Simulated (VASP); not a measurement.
# TiNi (Pm-3m) in VASP: a series of runs

Runs on TiNi. Level: PBEsol. Tasks: single point.

Program: VASP 6.6.1. These are calculated values, not measurements. Logs are shortened: lines on timing, memory, paths and dates and some standing lists are left out, and cuts for length are marked.

## Step 1: The cell of the first run

The structure is cubic, space group Pm-3m (No. 221). Conventional cell: a = 3.015 Å, b = 3.015 Å, c = 3.015 Å, α = 90.00°, β = 90.00°, γ = 90.00°. Ti (site symmetry m-3m) has 8 Ni at 2.61 Å and 6 Ti at 3.01 to 3.02 Å within 3.4 Å. Within 3.4 Å of Ni (site symmetry m-3m) lie 8 Ti at 2.61 Å and 6 Ni at 3.02 Å.

## Step 2: Single point, PBEsol, collinear spin, ferromagnetic start

File INCAR:

```
  ALGO = Normal
  EDIFF = 1E-7
  ENCUT = 520
  GGA = PS
  ISIF = 2
  ISMEAR = 0
  ISPIN = 2
  LASPH = T
  LCHARG = T
  LELF = T
  LMAXMIX = 4
  LORBIT = 11
  LREAL = F
  LVHAR = T
  LWAVE = F
  MAGMOM = 0.31 0.25
  NBANDS = 22
  NELM = 150
  PREC = Accurate
  SIGMA = 0.15
```

File KPOINTS:

```
k-points
0
Gamma
  18 18 18
```

File POSCAR:

```
TiNi
1.0
    3.0150000000      0.0000000000      0.0000000000
    0.0000000000      3.0150000000      0.0000000000
    0.0000000000      0.0000000000      3.0150000000
Ti Ni
1 1
Direct
    0.5000000000      0.5000000000      0.5000000000
    0.0000000000      0.0000000000      0.0000000000
```

Potentials or basis: VASP PAW PBE potentials, release 64 (Ti_sv, Ni).

Started as:

```
$ cat potpaw_PBE.64/Ti_sv/POTCAR potpaw_PBE.64/Ni/POTCAR > POTCAR
$ mpirun -np 1 vasp_std > vasp.out
```

OUTCAR:

```text
EDIFF = 1E-7
   ENCUT = 520
   GGA = PS
   ISIF = 2
   ISMEAR = 0
   ISPIN = 2
   LASPH = T
   LORBIT = 11
   LREAL = F
   NELM = 150
   PREC = Accurate

 ion  position               nearest neighbor table
   1  0.500  0.500  0.500-   2 2.61   2 2.61   2 2.61   2 2.61   2 2.61   2 2.61   2 2.61   2 2.61

   2  0.000  0.000  0.000-   1 2.61   1 2.61   1 2.61   1 2.61   1 2.61   1 2.61   1 2.61   1 2.61

  LATTYP: Found a simple cubic cell.
 ALAT       =     3.0150000000

  Lattice vectors:

 A1 = (   3.0150000000,   0.0000000000,   0.0000000000)
 A2 = (   0.0000000000,   3.0150000000,   0.0000000000)
 A3 = (   0.0000000000,   0.0000000000,   3.0150000000)

Analysis of symmetry for initial positions (statically):
=====================================================================
 Subroutine PRICEL returns:
 Original cell was already a primitive cell.

 Routine SETGRP: Setting up the symmetry group for a
 simple cubic supercell.

 Subroutine GETGRP returns: Found 48 space group operations
 (whereof 48 operations were pure point group operations)
 out of a pool of 48 trial point group operations.

The static configuration has the point symmetry O_h .

Analysis of symmetry for dynamics (positions and initial velocities):
=====================================================================
 Subroutine PRICEL returns:
 Original cell was already a primitive cell.

 Routine SETGRP: Setting up the symmetry group for a
 simple cubic supercell.

 Subroutine GETGRP returns: Found 48 space group operations
 (whereof 48 operations were pure point group operations)
 out of a pool of 48 trial point group operations.

The dynamic configuration has the point symmetry O_h .

Analysis of structural, dynamic, and magnetic symmetry:
=====================================================================
 Subroutine PRICEL returns:
 Original cell was already a primitive cell.

 Routine SETGRP: Setting up the symmetry group for a
 simple cubic supercell.

 Subroutine GETGRP returns: Found 48 space group operations
 (whereof 48 operations were pure point group operations)
 out of a pool of 48 trial point group operations.

The overall configuration has the point symmetry O_h .

 Subroutine INISYM returns: Found 48 space group operations
 (whereof 48 operations are pure point group operations),
 and found     1 'primitive' translations

[... 115 lines left out ...]
  volume/ion in A,a.u.               =      13.70        92.48
  Fermi-wavevector in a.u.,A,eV,Ry     =   1.521464  2.875150 31.495492  2.314853
  Thomas-Fermi vector in A             =   2.630176
   LORBIT       =     11    0 simple, 1 ext, 2 COOP (PROOUT), +10 PAW based schemes
   GGA     = PS    functional components
   LHFCALC =     F    Hartree Fock is set to
   AEXX    =    0.0000 exact exchange contribution
   IVDW    =     0    specifies the selected vdW correction
   LEPSILON=     F    determine dielectric tensor
   LRPA    =     F    only Hartree local field effects (RPA)
 spin polarized calculation
 Gauss-broadening in eV      SIGMA  =   0.15
  energy-cutoff  :      520.00
  volume of cell :       27.41
 maximum number of plane-waves:       756
 NGX is ok and might be reduce to    24
   NGX = 11   NGY = 11   NGZ = 11

 number of electron      21.9999993 magnetization       0.0080341

 number of electron      21.9999993 magnetization      -0.0000815

 Free energy of the ion-electron system (eV)
  ---------------------------------------------------
  ext. energy  EPLUGINS =         0.00000000
  ---------------------------------------------------
  free energy    TOTEN  =       -15.19125811 eV

  energy without entropy =      -15.15910349  energy(sigma->0) =      -15.17518080

 E-fermi :   9.1312     XC(G=0): -12.5191

 val. band max:        9.1307738615   @ k =   0.3333   0.1667   0.0556
 cond. band min:       9.1336168278   @ k =   0.2778   0.1111   0.0000
 fundamental gap:      0.0028429663
 Fermi energy:         9.1312086832

 spin component 1

 k-point     1 :       0.0000    0.0000    0.0000
  band No.  band energies     occupation
      1     -47.8551      1.00000
      2     -24.0558      1.00000
      3     -24.0558      1.00000
      4     -24.0558      1.00000
      5       1.4176      1.00000
      6       5.3738      1.00000
[... 589 lines left out ...]
     21      26.7186      0.00000
     22      27.8001      0.00000

 [... further k-points ...]

 spin component 2

 k-point     1 :       0.0000    0.0000    0.0000
  band No.  band energies     occupation
      1     -47.8550      1.00000
      2     -24.0558      1.00000
      3     -24.0558      1.00000
      4     -24.0558      1.00000
      5       1.4176      1.00000
      6       5.3737      1.00000
[... 589 lines left out ...]
     21      26.7186      0.00000
     22      27.8002      0.00000

 [... further k-points ...]

------------------------ aborting loop because EDIFF is reached ----------------------------------------

  FORCE on cell =-STRESS in cart. coord.  units (eV):
  Direction    XX          YY          ZZ          XY          YZ          ZX
  --------------------------------------------------------------------------------------
  -------------------------------------------------------------------------------------
  Total       -1.2308513     -1.2308513     -1.2308513      0.0000000      0.0000000      0.0000000
  in kB      -71.9538799    -71.9538799    -71.9538799      0.0000000      0.0000000      0.0000000
  external PRESSURE =     -71.9538799 kB  Pullay stress =       0.0000000 kB

 VOLUME and BASIS-vectors are now :
 -----------------------------------------------------------------------------
  energy-cutoff  :      520.00
  volume of cell :       27.41
      direct lattice vectors                 reciprocal lattice vectors
     3.015000000  0.000000000  0.000000000     0.331674959  0.000000000  0.000000000
     0.000000000  3.015000000  0.000000000     0.000000000  0.331674959  0.000000000
     0.000000000  0.000000000  3.015000000     0.000000000  0.000000000  0.331674959

 POSITION                                       TOTAL-FORCE (eV/Angst)
 -----------------------------------------------------------------------------------
      1.50750      1.50750      1.50750         0.000000      0.000000      0.000000
      0.00000      0.00000      0.00000         0.000000      0.000000      0.000000
 -----------------------------------------------------------------------------------
    total drift:                                0.000000      0.000000     -0.000000

  FREE ENERGIE OF THE ION-ELECTRON SYSTEM (eV)
  ---------------------------------------------------
  free  energy   TOTEN  =       -15.1912581053 eV

  energy  without entropy=      -15.1591034933  energy(sigma->0) =      -15.17518080

 total charge

# of ion       s       p       d       tot
------------------------------------------
    1        2.236   6.158   1.833  10.227
    2        0.573   0.462   8.310   9.345
--------------------------------------------------
tot          2.809   6.620  10.144  19.572

 magnetization (x)

# of ion       s       p       d       tot
------------------------------------------
    1        0.000   0.000   0.000   0.000
    2       -0.000  -0.000  -0.000  -0.000
--------------------------------------------------
tot         -0.000  -0.000  -0.000  -0.000
```

OSZICAR:

```text
N       E                     dE             d eps       ncg     rms          rms(c)
DAV:   1     0.178943931404E+03    0.17894E+03   -0.10181E+04 20206   0.126E+03
DAV:   2    -0.193600032649E+01   -0.18088E+03   -0.17273E+03 19632   0.317E+02
DAV:   3    -0.172688337702E+02   -0.15333E+02   -0.14911E+02 29218   0.891E+01
DAV:   4    -0.178690428862E+02   -0.60021E+00   -0.59782E+00 21206   0.149E+01
DAV:   5    -0.178845688113E+02   -0.15526E-01   -0.15522E-01 23240   0.234E+00    0.137E+01
DAV:   6    -0.159749188858E+02    0.19096E+01   -0.10040E+01 21980   0.469E+01    0.848E+00
DAV:   7    -0.169376684375E+02   -0.96275E+00   -0.13068E+01 23510   0.378E+01    0.192E+01
DAV:   8    -0.152106658494E+02    0.17270E+01   -0.11945E+01 22264   0.277E+01    0.179E+00
DAV:   9    -0.151968095427E+02    0.13856E-01   -0.24655E-01 27714   0.505E+00    0.138E+00
DAV:  10    -0.151924586837E+02    0.43509E-02   -0.28633E-02 23852   0.180E+00    0.570E-01
DAV:  11    -0.151917683890E+02    0.69029E-03   -0.19292E-03 27248   0.418E-01    0.308E-01
DAV:  12    -0.151914057321E+02    0.36266E-03   -0.79683E-04 24324   0.264E-01    0.138E-01
DAV:  13    -0.151912681767E+02    0.13756E-03   -0.29345E-04 27932   0.152E-01    0.374E-02
DAV:  14    -0.151912612726E+02    0.69040E-05   -0.18676E-05 23916   0.341E-02    0.208E-02
DAV:  15    -0.151912587562E+02    0.25164E-05   -0.42616E-06 26636   0.182E-02    0.869E-03
DAV:  16    -0.151912581545E+02    0.60167E-06   -0.10829E-06 26400   0.915E-03    0.212E-03
DAV:  17    -0.151912581053E+02    0.49206E-07   -0.12751E-07 14932   0.317E-03
   1 F= -.15191258E+02 E0= -.15175181E+02  d E =-.321546E-01  mag=    -0.0000
```

Wall time 4.8 min (1 thread of AMD EPYC 7R43 (Zen 3), shared host); peak memory 0.27 GiB.

Results:

```yaml
Free_energy: -15.1913 eV
Pressure: -7.2 GPa
Band_gap_on_the_k_mesh: zero (filled and empty bands overlap)
Net_moment: 0.00 μB per cell
Valence_electrons_inside_the_program's_atomic_spheres: Ti 10.23; Ni 9.35
```

Levels at points of the mesh, in eV from the Fermi level:
Spin up:
```
           k point  band 9  band 10  band 11  band 12  band 13  band 14
(0.00, 0.00, 0.00)   -1.93    -1.93     0.43     0.43     2.52     2.52
(0.50, 0.00, 0.00)   -2.04    -1.64    -0.70    -0.61     0.63     0.63
(0.50, 0.50, 0.00)   -1.25    -0.73     0.46     0.46     0.89     2.23
(0.50, 0.50, 0.50)   -2.07    -2.07    -1.23    -1.23     3.03     3.03
```
Spin down:
| k point | band 9 | band 10 | band 11 | band 12 | band 13 | band 14 |
| --- | --- | --- | --- | --- | --- | --- |
| (0.00, 0.00, 0.00) | -1.93 | -1.93 | 0.43 | 0.43 | 2.52 | 2.52 |
| (0.50, 0.00, 0.00) | -2.04 | -1.64 | -0.70 | -0.61 | 0.63 | 0.63 |
| (0.50, 0.50, 0.00) | -1.25 | -0.73 | 0.46 | 0.46 | 0.89 | 2.23 |
| (0.50, 0.50, 0.50) | -2.07 | -2.07 | -1.23 | -1.23 | 3.03 | 3.03 |

Caveat: the PAW data sets were made with another functional, which shifts forces and pressure a little.

## Step 3: Single point, PBEsol, collinear spin, ferromagnetic start

INCAR: that of step 2 with these lines changed.

```diff
@@ -1,3 +1,3 @@
   ALGO = Normal
-  EDIFF = 1E-7
+  EDIFF = 1E-6
   ENCUT = 520
```

File KPOINTS:

```
k-points
0
Gamma
  16 16 16
```

POSCAR is that of step 2.

Potentials or basis: VASP PAW PBE potentials, release 64 (Ti_sv, Ni).

Started as:

```
$ cat potpaw_PBE.64/Ti_sv/POTCAR potpaw_PBE.64/Ni/POTCAR > POTCAR
$ mpirun -np 1 vasp_std > vasp.out
```

Run time: 2.8 min. Hardware: 1 thread of AMD EPYC 7R43 (Zen 3), shared host; peak memory 0.23 GiB.

It converged, with:

```yaml
Free_energy: -15.1918 eV
Pressure: -7.2 GPa
Band_gap_on_the_k_mesh: zero (filled and empty bands overlap)
Net_moment: 0.00 μB per cell
Valence_electrons_inside_the_program's_atomic_spheres: Ti 10.23; Ni 9.35
```

Levels at points of the mesh, in eV from the Fermi level:
Spin up:
| k point | band 9 | band 10 | band 11 | band 12 | band 13 | band 14 |
| --- | --- | --- | --- | --- | --- | --- |
| (0.00, 0.00, 0.00) | -1.93 | -1.93 | 0.44 | 0.44 | 2.52 | 2.52 |
| (0.50, 0.00, 0.00) | -2.03 | -1.63 | -0.70 | -0.61 | 0.63 | 0.63 |
| (0.50, 0.50, 0.00) | -1.25 | -0.72 | 0.46 | 0.46 | 0.89 | 2.23 |
| (0.50, 0.50, 0.50) | -2.07 | -2.07 | -1.22 | -1.22 | 3.04 | 3.04 |
Spin down:
```tsv
k point	band 8	band 9	band 10	band 11	band 12	band 13	band 14	band 15
(0.00, 0.00, 0.00)	-1.93	-1.93	-1.93	0.44	0.44	2.52	2.52	2.52
(0.50, 0.00, 0.00)	-2.03	-2.03	-1.63	-0.70	-0.61	0.63	0.63	2.17
(0.50, 0.50, 0.00)	-2.66	-1.25	-0.72	0.46	0.46	0.89	2.23	2.23
(0.50, 0.50, 0.50)	-2.07	-2.07	-2.07	-1.22	-1.22	3.04	3.04	6.01
```

Caveat: the PAW data sets were made with another functional, which shifts forces and pressure a little.
